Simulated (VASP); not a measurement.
# Sc (Fm-3m) in VASP: notebook

The runs below take Sc through single point, with PBEsol.

Program: VASP 6.6.1. These are calculated values, not measurements. Logs are shortened: lines on timing, memory, paths and dates and some standing lists are left out, and cuts for length are marked.

### Step 1. The cell of the first run

The structure is cubic, space group Fm-3m (No. 225). The conventional cell has a = 3.849 Å, b = 3.849 Å, c = 3.849 Å, α = 90.00°, β = 90.00°, γ = 90.00°. Within 3.6 Å of Sc (site symmetry m-3m) lie 12 Sc at 2.72 Å.

### Step 2. Single point, PBEsol

The input, INCAR:

```
SYSTEM = Sc
PREC = Accurate
ENCUT = 520
EDIFF = 1E-6
ISMEAR = -1
SIGMA = 0.05
LREAL = .False.
LASPH = .True.
NELM = 60
ALGO = Normal
ISIF = 2
LWAVE = .False.
LCHARG = .False.
GGA = PS
NBANDS = 12
```

The input, KPOINTS:

```
regular mesh
0
Gamma
  17 17 17
  0 0 0
```

The input, POSCAR:

```
Sc
1.0
    0.0000000000      1.9245574639      1.9245574639
    1.9245574639      0.0000000000      1.9245574639
    1.9245574639      1.9245574639      0.0000000000
Sc
1
Direct
    0.0000000000      0.0000000000      0.0000000000
```

Potentials or basis: VASP PAW PBE potentials, release 64 (Sc_sv).

Command:

```bash
cat potpaw_PBE.64/Sc_sv/POTCAR > POTCAR
mpirun -np 1 vasp_std > vasp.out
```

OUTCAR:

```text
SYSTEM = Sc
   PREC = Accurate
   ENCUT = 520
   EDIFF = 1E-6
   ISMEAR = -1
   LREAL = .False.
   LASPH = .True.
   NELM = 60
   ISIF = 2
   GGA = PS

 ion  position               nearest neighbor table
   1  0.000  0.000  0.000-

  LATTYP: Found a face centered cubic cell.
 ALAT       =     3.8491149278

  Lattice vectors:

 A1 = (   0.0000000000,   1.9245574639,   1.9245574639)
 A2 = (   1.9245574639,   0.0000000000,   1.9245574639)
 A3 = (   1.9245574639,   1.9245574639,   0.0000000000)

Analysis of symmetry for initial positions (statically):
=====================================================================
 Subroutine PRICEL returns:
 Original cell was already a primitive cell.

 Routine SETGRP: Setting up the symmetry group for a
 face centered cubic supercell.

 Subroutine GETGRP returns: Found 48 space group operations
 (whereof 48 operations were pure point group operations)
 out of a pool of 48 trial point group operations.

The static configuration has the point symmetry O_h .

Analysis of symmetry for dynamics (positions and initial velocities):
=====================================================================
 Subroutine PRICEL returns:
 Original cell was already a primitive cell.

 Routine SETGRP: Setting up the symmetry group for a
 face centered cubic supercell.

 Subroutine GETGRP returns: Found 48 space group operations
 (whereof 48 operations were pure point group operations)
 out of a pool of 48 trial point group operations.

The dynamic configuration has the point symmetry O_h .

 Subroutine INISYM returns: Found 48 space group operations
 (whereof 48 operations are pure point group operations),
 and found     1 'primitive' translations

----------------------------------------------------------------------------------------

                                     Primitive cell

  volume of cell :      14.2568

  direct lattice vectors                    reciprocal lattice vectors
     0.000000000  1.924557464  1.924557464    -0.259799985  0.259799985  0.259799985
     1.924557464  0.000000000  1.924557464     0.259799985 -0.259799985  0.259799985
     1.924557464  1.924557464  0.000000000     0.259799985  0.259799985 -0.259799985

  length of vectors
     2.721735267  2.721735267  2.721735267     0.449986774  0.449986774  0.449986774

  position of ions in fractional coordinates (direct lattice)
     0.000000000  0.000000000  0.000000000

  ion indices of the primitive-cell ions
   primitive index   ion index
                 1           1

----------------------------------------------------------------------------------------

 KPOINTS: regular mesh

Automatic generation of k-mesh.
 Grid dimensions read from file:
 generate k-points for:   17   17   17

 Generating k-lattice:

  Cartesian coordinates                     Fractional coordinates (reciprocal lattice)
    -0.015282352  0.015282352  0.015282352     0.058823529  0.000000000  0.000000000
     0.015282352 -0.015282352  0.015282352     0.000000000  0.058823529  0.000000000
     0.015282352  0.015282352 -0.015282352     0.000000000  0.000000000  0.058823529

  Length of vectors
     0.026469810  0.026469810  0.026469810

  Shift w.r.t. Gamma in fractional coordinates (k-lattice)
     0.000000000  0.000000000  0.000000000

 Subroutine IBZKPT returns following result:
 ===========================================

 Found    165 irreducible k-points:

 Following reciprocal coordinates:
            Coordinates               Weight
  0.000000  0.000000  0.000000      1.000000
  0.058824  0.000000  0.000000      8.000000
  0.117647  0.000000  0.000000      8.000000
  0.176471  0.000000  0.000000      8.000000
  0.235294  0.000000  0.000000      8.000000
  0.294118  0.000000  0.000000      8.000000
[... 16 lines left out ...]
 -0.176471  0.058824  0.000000     24.000000
 -0.117647  0.058824  0.000000     24.000000
 [... further k-points ...]
   k-points           NKPTS =    165   k-points in BZ     NKDIM =    165   number of bands    NBANDS=     12
   number of dos      NEDOS =    301   number of ions     NIONS =      1
   total plane-waves  NPLWV =   8000
   dimension x,y,z NGX =    20 NGY =   20 NGZ =   20
   dimension x,y,z NGXF=    40 NGYF=   40 NGZF=   40
   ions per type =               1
   NGX,Y,Z   is equivalent  to a cutoff of  12.22, 12.22, 12.22 a.u.
   NGXF,Y,Z  is equivalent  to a cutoff of  24.43, 24.43, 24.43 a.u.
 SYSTEM =  Sc
   PREC   = accura    normal or accurate (medium, high low for compatibility)
   ISTART =      0    job   : 0-new  1-cont  2-samecut
   ICHARG =      2    charge: 1-file 2-atom 10-const
   ISPIN  =      1    spin polarized calculation?
   LNONCOLLINEAR =      F non collinear calculations
   LSORBIT =      F    spin-orbit coupling
   LASPH  =      T    aspherical Exc in radial PAW
   ENCUT  =  520.0 eV  38.22 Ry    6.18 a.u.   5.06  5.06  5.06*2*pi/ulx,y,z
   NELM   =     60;   NELMIN=  2; NELMDL= -5     # of ELM steps
   EDIFF  = 0.1E-05   stopping-criterion for ELM
   LREAL  =      F    real-space projection
   EDIFFG = 0.1E-04   stopping-criterion for IOM
   NSW    =      0    number of steps for IOM
   IBRION =     -1    ionic relax: 0-MD 1-quasi-New 2-CG
   NFREE  =      0    steps in history (QN), initial steepest desc. (CG)
   ISIF   =      2    stress and relaxation
   ISYM   =      2    0-nonsym 1-usesym 2-fastsym
   POTIM  = 0.5000    time-step for ionic-motion
   TEBEG  =    0.0;   TEEND  =   0.0 temperature during run
   PSTRESS=    0.0 pullay stress
   NELECT =      11.0000    total number of electrons
   NUPDOWN=      -1.0000    fix difference up-down
   EMIN   =  10.00;   EMAX   =-10.00  energy-range for DOS
   EFERMI =   0.00;   METHOD = LEGACY
   ISMEAR =    -1;   SIGMA  =   0.05  broadening in eV -4-tet -1-fermi 0-gaus
   EFERMI_NEDOS =   21; number of points for ismear=-14 and -15
   IALGO  =     38    algorithm
   IMIX   =      4    mixing-type and parameters
     AMIX     =   0.40;   BMIX     =  1.00
     AMIX_MAG =   1.60;   BMIX_MAG =  1.00
  volume/ion in A,a.u.               =      14.26        96.21
  Fermi-wavevector in a.u.,A,eV,Ry     =   1.501521  2.837464 30.675238  2.254566
  Thomas-Fermi vector in A             =   2.612881
   LORBIT       =      0    0 simple, 1 ext, 2 COOP (PROOUT), +10 PAW based schemes
   GGA     = PS    functional components
   LHFCALC =     F    Hartree Fock is set to
   AEXX    =    0.0000 exact exchange contribution
   IVDW    =     0    specifies the selected vdW correction
   LEPSILON=     F    determine dielectric tensor
   LRPA    =     F    only Hartree local field effects (RPA)
 non-spin polarized calculation
  energy-cutoff  :      520.00
  volume of cell :       14.26
 maximum number of plane-waves:       392
   NGX = 11   NGY = 11   NGZ = 11

 number of electron      10.9999999 magnetization

 Free energy of the ion-electron system (eV)
  ---------------------------------------------------
  ext. energy  EPLUGINS =         0.00000000
  ---------------------------------------------------
  free energy    TOTEN  =        -5.34977596 eV

  energy without entropy =       -5.34204742  energy(sigma->0) =       -5.34591169

 E-fermi :   7.4191     XC(G=0): -12.4951

 val. band max:        7.4126982397   @ k =   0.2353   0.2353   0.0000
 cond. band min:       7.4684286260   @ k =   0.3529   0.1765   0.0000
 fundamental gap:      0.0557303863
 Fermi energy:         7.4190670869

 k-point     1 :       0.0000    0.0000    0.0000
  band No.  band energies     occupation
      1     -40.7777      2.00000
      2     -18.3240      2.00000
      3     -18.3240      2.00000
      4     -18.3240      2.00000
      5       2.0333      2.00000
      6       9.6418      0.00000
      7       9.6418      0.00000
      8       9.6418      0.00000
      9      12.3804      0.00000
     10      12.3804      0.00000
     11      23.4098      0.00000
     12      29.2887      0.00000

 k-point     2 :       0.0588    0.0000    0.0000
  band No.  band energies     occupation
      1     -40.7608      2.00000
      2     -18.4045      2.00000
      3     -18.3327      2.00000
      4     -18.3327      2.00000
      5       2.1881      2.00000
      6       9.5173      0.00000
      7       9.7068      0.00000
      8       9.7068      0.00000
      9      12.3233      0.00000
     10      12.3233      0.00000
     11      23.6629      0.00000
     12      28.2837      0.00000

 k-point     3 :       0.1176    0.0000    0.0000
  band No.  band energies     occupation
      1     -40.7121      2.00000
      2     -18.6313      2.00000
      3     -18.3576      2.00000
      4     -18.3576      2.00000
      5       2.6282      2.00000
      6       9.1972      0.00000
      7       9.8717      0.00000
      8       9.8717      0.00000
      9      12.1975      0.00000
     10      12.1975      0.00000
     11      24.3237      0.00000
     12      26.6244      0.00000

 k-point     4 :       0.1765    0.0000    0.0000
  band No.  band energies     occupation
      1     -40.6374      2.00000
      2     -18.9655      2.00000
      3     -18.3950      2.00000
      4     -18.3950      2.00000
      5       3.2786      2.00000
      6       8.8139      0.00000
      7      10.0325      0.00000
      8      10.0325      0.00000
      9      12.1410      0.00000
     10      12.1410      0.00000
     11      24.8914      0.00000
     12      25.2690      0.00000

 k-point     5 :       0.2353    0.0000    0.0000
  band No.  band energies     occupation
      1     -40.5460      2.00000
      2     -19.3546      2.00000
      3     -18.4396      2.00000
      4     -18.4396      2.00000
      5       4.0040      2.00000
      6       8.5390      0.00000
      7      10.0420      0.00000
      8      10.0420      0.00000
      9      12.3301      0.00000
     10      12.3301      0.00000
     11      23.6403      0.00000
     12      25.5866      0.00000

 k-point     6 :       0.2941    0.0000    0.0000
  band No.  band energies     occupation
      1     -40.4497      2.00000
      2     -19.7437      2.00000
      3     -18.4852      2.00000
      4     -18.4852      2.00000
      5       4.6039      2.00000
      6       8.5623      0.00000
      7       9.8816      0.00000
      8       9.8816      0.00000
      9      12.7853      0.00000
     10      12.7853      0.00000
     11      22.5163      0.00000
     12      25.2464      0.00000

 k-point     7 :       0.3529    0.0000    0.0000
  band No.  band energies     occupation
      1     -40.3616      2.00000
      2     -20.0832      2.00000
      3     -18.5258      2.00000
      4     -18.5258      2.00000
      5       4.9178      2.00000
      6       8.9752      0.00000
      7       9.6633      0.00000
      8       9.6633      0.00000
      9      13.3566      0.00000
     10      13.3566      0.00000
     11      21.6337      0.00000
     12      24.3297      0.00000

 k-point     8 :       0.4118    0.0000    0.0000
  band No.  band energies     occupation
      1     -40.2943      2.00000
      2     -20.3330      2.00000
      3     -18.5560      2.00000
      4     -18.5560      2.00000
      5       4.9982      2.00000
      6       9.4796      0.00000
      7       9.4796      0.00000
      8       9.5840      0.00000
      9      13.8717      0.00000
     10      13.8717      0.00000
     11      20.9969      0.00000
     12      23.3663      0.00000
[... 166 lines left out ...]
 k-point    20 :      -0.3529    0.0588    0.0000
  band No.  band energies     occupation
      1     -40.3276      2.00000
      2     -20.1614      2.00000
      3     -18.6150      2.00000
      4     -18.5240      2.00000
      5       5.0931      2.00000
      6       8.9763      0.00000
      7       9.5168      0.00000
      8       9.6708      0.00000
      9      13.2197      0.00000
     10      14.0333      0.00000
     11      21.4908      0.00000
     12      24.1133      0.00000

 k-point    21 :      -0.2941    0.0588    0.0000
  band No.  band energies     occupation
      1     -40.4089      2.00000
      2     -19.8566      2.00000
      3     -18.5816      2.00000
      4     -18.4786      2.00000
      5       4.8690      2.00000
      6       8.5411      0.00000
      7       9.6942      0.00000
      8       9.8903      0.00000
      9      12.5723      0.00000
     10      13.4933      0.00000
     11      22.3394      0.00000
     12      25.0705      0.00000

 k-point    22 :      -0.2353    0.0588    0.0000
  band No.  band energies     occupation
      1     -40.5025      2.00000
      2     -19.4905      2.00000
      3     -18.5357      2.00000
      4     -18.4307      2.00000
      5       4.3486      2.00000
      6       8.4047      0.00000
      7       9.9192      0.00000
      8      10.1045      0.00000
      9      12.0176      0.00000
     10      12.9523      0.00000
     11      23.3800      0.00000
     12      25.6669      0.00000

 k-point    23 :      -0.1765    0.0588    0.0000
  band No.  band energies     occupation
      1     -40.5956      2.00000
      2     -19.1092      2.00000
      3     -18.4827      2.00000
      4     -18.3868      2.00000
      5       3.6395      2.00000
      6       8.6012      0.00000
      7      10.0409      0.00000
      8      10.1598      0.00000
      9      11.7563      0.00000
     10      12.5649      0.00000
     11      24.6044      0.00000
     12      25.5090      0.00000

 k-point    24 :      -0.1176    0.0588    0.0000
  band No.  band energies     occupation
      1     -40.6759      2.00000
      2     -18.7662      2.00000
      3     -18.4283      2.00000
      4     -18.3529      2.00000
      5       2.9515      2.00000
      6       8.9587      0.00000
      7       9.9892      0.00000
      8       9.9965      0.00000
      9      11.8557      0.00000
     10      12.4043      0.00000
     11      24.7724      0.00000
     12      26.0238      0.00000

 [... further k-points ...]
[... 5 lines left out ...]
  --------------------------------------------------------------------------------------
  -------------------------------------------------------------------------------------
  Total        5.2065014      5.2065014      5.2065014     -0.0000000     -0.0000000      0.0000000
  in kB      585.1051631    585.1051631    585.1051631     -0.0000000     -0.0000000      0.0000000
  external PRESSURE =     585.1051631 kB  Pullay stress =       0.0000000 kB

 VOLUME and BASIS-vectors are now :
 -----------------------------------------------------------------------------
  energy-cutoff  :      520.00
  volume of cell :       14.26
      direct lattice vectors                 reciprocal lattice vectors
     0.000000000  1.924557464  1.924557464    -0.259799985  0.259799985  0.259799985
     1.924557464  0.000000000  1.924557464     0.259799985 -0.259799985  0.259799985
     1.924557464  1.924557464  0.000000000     0.259799985  0.259799985 -0.259799985

 POSITION                                       TOTAL-FORCE (eV/Angst)
 -----------------------------------------------------------------------------------
      0.00000      0.00000      0.00000         0.000000      0.000000      0.000000
 -----------------------------------------------------------------------------------
    total drift:                                0.000000     -0.000000     -0.000000

  FREE ENERGIE OF THE ION-ELECTRON SYSTEM (eV)
  ---------------------------------------------------
  free  energy   TOTEN  =        -5.3497759582 eV

  energy  without entropy=       -5.3420474241  energy(sigma->0) =       -5.34591169
```

Wall time 18 s (1 thread of Intel Xeon Platinum 8375C at 2.90GHz (Ice Lake), shared host); peak memory 0.15 GiB.

What came out:

```
Free energy : -5.3498 eV
Pressure    : 58.5 GPa
```

Levels at points of the mesh, in eV from the Fermi level:
```csv
k point,band 3,band 4,band 5,band 6,band 7,band 8
"(0.00, 0.00, 0.00)",-25.74,-25.74,-5.39,2.22,2.22,2.22
```

Caveat: the PAW data sets were made with another functional, which shifts forces and pressure a little.

(Part 1 of 2 ends here.)
